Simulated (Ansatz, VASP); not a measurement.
**One calculation of AlN, two programs**

The input INCAR:

```
PREC = Accurate
ENCUT = 520
EDIFF = 1E-6
ISMEAR = -1
SIGMA = 0.05
LREAL = False
LASPH = True
NELM = 80
ALGO = Normal
ISIF = 2
LWAVE = False
LCHARG = False
NBANDS = 11
```

Contents of KPOINTS:

```
Automatic mesh
0
Gamma
  11 11 11
```

The input POSCAR:

```
AlN
1.0
    0.0000000000      1.9929855707      1.9929855707
    1.9929855707      0.0000000000      1.9929855707
    1.9929855707      1.9929855707      0.0000000000
Al N
1 1
Direct
    0.5000000000      0.5000000000      0.5000000000
    0.0000000000      0.0000000000      0.0000000000
```

File input.yaml:

```yaml
crystal:
  lattice:
    - [0.0, 1.9929855707, 1.9929855707]
    - [1.9929855707, 0.0, 1.9929855707]
    - [1.9929855707, 1.9929855707, 0.0]
  atoms:
    - { symbol: Al, position: [0.5, 0.5, 0.5] }
    - { symbol: "N", position: [0.0, 0.0, 0.0] }
kpoints:
  mp_grid: { grid: [11, 11, 11] }
scf:
  occupations: { method: fermi_dirac, width: 0.05 }
hamiltonian:
  xc: lda
  pseudopotentials: { kind: all_electron, lapw: { basis_error: 0.001 } }
output:
  forces: true
  stress: true
  eigenvalues: true
```

Change from the starting cell: volume scaled by 0.94.

Alike in both runs: task single point; functional LDA; k mesh 11 × 11 × 11; occupations fermi-dirac, width 0.05 eV; no spin polarisation.

```csv
,VASP,Ansatz
version,VASP 6.6.1,Ansatz 0.2.0
potentials or method,"VASP PAW LDA potentials, release 64 (Al, N), cutoff 520 eV","all-electron LAPW, scalar-relativistic"
```

|  | VASP | Ansatz | Ansatz less VASP |
| --- | --- | --- | --- |
| gap on the k mesh at the Fermi level (eV) | 5.01 | 5.00 | -0.006 |
| least direct gap on the mesh (eV) | 6.40 | 6.39 | -0.014 |
| pressure (GPa) | 6.1 | 5.4 | -0.67 |

LDA's correlation is that of Perdew and Zunger in VASP and of Perdew and Wang (1992) in Ansatz. Ansatz ran all-electron here, and VASP with PAW potentials.
